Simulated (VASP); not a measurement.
# Mg (P6_3/mmc) in VASP: a series of runs, part 2 of 2

VASP 6.6.1. The steps go on from the part before.

**3. Relaxation of cell and atoms, PBE, target pressure 5.7 GPa, at which the enthalpy is minimised**

This run uses another cell than the first one, of 20.40 Å³/atom.

Input file INCAR:

```
SYSTEM = Mg
PREC = Accurate
ENCUT = 600
EDIFF = 1E-6
ISMEAR = -1
SIGMA = 0.08
LREAL = .False.
LASPH = .True.
NELM = 80
ALGO = Normal
ISIF = 3
LWAVE = .False.
LCHARG = .False.
GGA = PE
IBRION = 2
NSW = 60
EDIFFG = -0.005
PSTRESS = 57.0
```

Input file KPOINTS:

```
regular mesh
0
Gamma
  14 14 8
  0 0 0
```

Input file POSCAR:

```
Mg
1.0
    3.0750481941      0.0000000000      0.0000000000
   -1.5375240970      2.6630698540      0.0000000000
    0.0000000000      0.0000000000      4.9815780744
Mg
2
Direct
    0.3333333333      0.6666666667      0.2500000000
    0.6666666667      0.3333333333      0.7500000000
```

Potentials or basis: VASP PAW PBE potentials, release 64 (Mg).

Launch:

```sh
cat potpaw_PBE.64/Mg/POTCAR > POTCAR
mpirun -np 1 vasp_std > vasp.out
```

OUTCAR:

```text
SYSTEM = Mg
   PREC = Accurate
   ENCUT = 600
   EDIFF = 1E-6
   ISMEAR = -1
   LREAL = .False.
   LASPH = .True.
   NELM = 80
   ISIF = 3
   GGA = PE
   IBRION = 2
   NSW = 60
   EDIFFG = -0.005
   PSTRESS = 57.0

 ion  position               nearest neighbor table
   1  0.333  0.667  0.250-   2 3.06   2 3.06   2 3.06   2 3.06   2 3.06   2 3.06
   2  0.667  0.333  0.750-   1 3.06   1 3.06   1 3.06   1 3.06   1 3.06   1 3.06

  LATTYP: Found a hexagonal cell.
 ALAT       =     3.0750481941
 C/A-ratio  =     1.6200000000

  Lattice vectors:

 A1 = (   3.0750481941,   0.0000000000,   0.0000000000)
 A2 = (  -1.5375240970,   2.6630698540,   0.0000000000)
 A3 = (   0.0000000000,   0.0000000000,   4.9815780744)

Analysis of symmetry for initial positions (statically):
[... 336 lines left out ...]
  energy without entropy =       -2.92755496  energy(sigma->0) =       -2.93411986

 E-fermi :   3.3579     XC(G=0):  -8.8886

 val. band max:        3.3361105756   @ k =   0.5000   0.0000   0.3750
 cond. band min:       3.3595515272   @ k =   0.4286  -0.0000   0.2500
 fundamental gap:      0.0234409516
 Fermi energy:         3.3579241591

 k-point     1 :       0.0000    0.0000    0.0000
  band No.  band energies     occupation
      1      -4.1667      2.00000
      2       1.4260      2.00000
      3       2.0817      2.00000
      4      15.0178      0.00000
      5      15.0178      0.00000
      6      15.4011      0.00000
[... 199 lines left out ...]
 k-point    24 :       0.3571    0.2857    0.0000
  band No.  band energies     occupation
      1       2.1656      2.00000
      2       2.3032      2.00000
      3       3.6098      0.08227
      4       7.3351      0.00000
      5       7.5963      0.00000
      6       7.8893      0.00000

 [... further k-points ...]

------------------------ aborting loop because EDIFF is reached ----------------------------------------

  FORCE on cell =-STRESS in cart. coord.  units (eV):
  Direction    XX          YY          ZZ          XY          YZ          ZX
  --------------------------------------------------------------------------------------
  -------------------------------------------------------------------------------------
  Total        1.4409029      1.4409029      1.4406390      0.0000000     -0.0000000     -0.0000000
  in kB       57.0123919     57.0123919     57.0019482      0.0000000     -0.0000000     -0.0000000
  external PRESSURE =       0.0089107 kB  Pullay stress =      57.0000000 kB
[... 21 lines left out ...]
  energy  without entropy=       -2.9275549581  energy(sigma->0) =       -2.93411986

  enthalpy is  TOTEN    =        -1.5000950375 eV   P V=        1.4405897232

 reached required accuracy - stopping structural energy minimisation
```

CONTCAR:

```text
Mg
   1.00000000000000
     3.0644410363746415    0.0000000000071025   -0.0000000000000000
    -1.5322205181313424    2.6538837859559701   -0.0000000000000000
     0.0000000000000000   -0.0000000000000000    4.9790085094630028
  Mg
     2
Direct
     0.3333333332999970    0.6666666667000030    0.2500000000000000
     0.6666666667000030    0.3333333332999970    0.7500000000000000

  0.00000000E+00  0.00000000E+00  0.00000000E+00
  0.00000000E+00  0.00000000E+00  0.00000000E+00
```

It took 38 s on 1 thread of Intel Xeon 6975P-C (Granite Rapids), shared host; peak memory 0.2 GiB.

Results:

```
Free energy                                                : -2.9407 eV
Relaxed volume                                             : 20.25 Å³/atom
Relaxed cell                                               : a = 3.064 Å, b = 3.064 Å, c = 4.979 Å, α = 90.00°, β = 90.00°, γ = 120.00°
Space group after relaxing (to 0.1 Å)                      : P6_3/mmc (No. 194)
Energy change on relaxing (the run minimises the enthalpy) : +5.1 meV/atom
Ionic steps                                                : 5
Pressure after relaxing                                    : 5.7 GPa
Band gap on the k mesh                                     : zero (bands 2 and 3 overlap by 2.03 eV)
```

Step by step:
```tsv
step	energy change (eV)	largest force (eV/Å)	pressure (GPa)	volume (Å³)
1	0.0000	0.0000	5.27	40.79
2	0.0109	0.0000	5.72	40.48
3	0.0106	0.0000	5.71	40.48
4	0.0105	0.0000	5.71	40.49
5	0.0103	0.0000	5.70	40.49
```

Final structure:
```cif
data_structure
_symmetry_space_group_name_H-M 'P 1'
_symmetry_Int_Tables_number 1
_cell_length_a 3.0644
_cell_length_b 3.0644
_cell_length_c 4.9790
_cell_angle_alpha 90.000
_cell_angle_beta 90.000
_cell_angle_gamma 120.000
_cell_volume 40.49
loop_
_atom_site_label
_atom_site_type_symbol
_atom_site_fract_x
_atom_site_fract_y
_atom_site_fract_z
_atom_site_occupancy
Mg1 Mg 0.33333 0.66667 0.25000 1
Mg2 Mg 0.66667 0.33333 0.75000 1
```

Caveat: the cell is relaxed towards a set pressure, so the run minimises the enthalpy, not the energy.

**4. Relaxation of cell and atoms, PBE, target pressure 5.7 GPa, at which the enthalpy is minimised**

This run uses another cell than the first one: it holds 4 atoms, not 2.

Input file INCAR:

```
SYSTEM = Mg
PREC = Accurate
ENCUT = 600
EDIFF = 1E-7
ISMEAR = -1
SIGMA = 0.08
LREAL = .FALSE.
LASPH = .TRUE.
NELM = 60
ALGO = Normal
ISIF = 3
LWAVE = .FALSE.
LCHARG = .FALSE.
GGA = PE
IBRION = 2
NSW = 60
EDIFFG = -0.005
PSTRESS = 57.0
```

Input file KPOINTS:

```
regular mesh
0
G
  12 12 4
  0 0 0
```

Input file POSCAR:

```
Mg
1.0
    3.0718910582      0.0000000000      0.0000000000
   -1.5359455291      2.6603356941      0.0000000000
    0.0000000000      0.0000000000      9.9836459392
Mg
4
Direct
    0.0000000000      0.0000000000      0.0000000000
    0.0000000000      0.0000000000      0.5000000000
    0.3333333333      0.6666666667      0.2500000000
    0.6666666667      0.3333333333      0.7500000000
```

Launch:

```sh
cat potpaw_PBE.64/Mg/POTCAR > POTCAR
mpirun -np 1 vasp_std > vasp.out
```

Run time: 72 s. Hardware: 1 thread of Intel Xeon 6975P-C (Granite Rapids), shared host; peak memory 0.26 GiB.

The run converged. Its results:

```yaml
Free_energy: -5.8438 eV
Relaxed_volume: 20.28 Å³/atom
Relaxed_cell: a = 3.076 Å, b = 3.076 Å, c = 9.899 Å, α = 90.00°, β = 90.00°, γ = 120.00°
Space_group_after_relaxing_to_0.1_Å: P6_3/mmc (No. 194)
Energy_change_on_relaxing_the_run_minimises_the_enthalpy: +3.9 meV/atom
Ionic_steps: 5
Pressure_after_relaxing: 5.7 GPa
Band_gap_on_the_k_mesh: zero (bands 4 and 5 overlap by 2.21 eV)
```

Step by step:
```tsv
step	energy change (eV)	largest force (eV/Å)	pressure (GPa)	volume (Å³)
1	0.0000	0.0000	5.36	81.59
2	0.0170	0.0000	5.72	81.07
3	0.0225	0.0000	5.83	80.92
4	0.0180	0.0000	5.75	81.04
5	0.0155	0.0000	5.70	81.11
```

Final structure:
```
Mg
1.0
     3.07583    0.00000    0.00000
    -1.53791    2.66374    0.00000
     0.00000    0.00000    9.89912
Mg
4
Direct
  0.00000 0.00000 0.00000
  0.00000 0.00000 0.50000
  0.33333 0.66667 0.25000
  0.66667 0.33333 0.75000
```

Levels at points of the mesh, in eV from the Fermi level:
| k point | band 1 | band 2 | band 3 | band 4 | band 5 | band 6 | band 7 | band 8 |
| --- | --- | --- | --- | --- | --- | --- | --- | --- |
| (0.00, 0.00, 0.00) | -7.43 | -5.90 | -5.90 | -1.78 | -1.09 | 5.61 | 5.62 | 11.68 |
| (0.50, 0.00, 0.00) | -2.31 | -2.25 | -1.17 | -1.10 | -0.47 | -0.40 | 2.99 | 3.09 |
| (0.00, 0.00, 0.50) | -7.04 | -7.04 | -4.03 | -4.03 | 1.80 | 1.80 | 9.89 | 9.89 |
| (0.50, 0.00, 0.50) | -2.02 | -2.02 | -1.82 | -1.82 | 0.81 | 0.81 | 1.28 | 1.28 |

Caveat: the cell is relaxed towards a set pressure, so the run minimises the enthalpy, not the energy.

**5. Summary**

```tsv
cell	k mesh	gap on the mesh (eV)	pressure (GPa)
relaxed to 5.7 GPa from a = 3.067, b = 3.067, c = 4.981 Å, angles 90.0, 90.0, 120.0°, 2 atoms, atomic positions A	14 × 14 × 8	none	5.7
relaxed to 5.7 GPa from a = 3.075, b = 3.075, c = 4.982 Å, angles 90.0, 90.0, 120.0°, 2 atoms, atomic positions A	14 × 14 × 8	none	5.7
relaxed to 5.7 GPa from a = 3.072, b = 3.072, c = 9.984 Å, angles 90.0, 90.0, 120.0°, 4 atoms, atomic positions B	12 × 12 × 4	none	5.7
```

Alike in all rows: task relaxation of cell and atoms; level PBE; potentials or basis VASP PAW PBE potentials, release 64 (Mg); no spin polarisation; cutoff (eV) 600; smearing fermi-dirac 0.08 eV.

Caveats: the cell is relaxed towards a set pressure, so the run minimises the enthalpy, not the energy.

Absolute energies hang on the potentials; compare differences alone.

The gap in the log of VASP goes by the Fermi energy; the results here count the filled bands.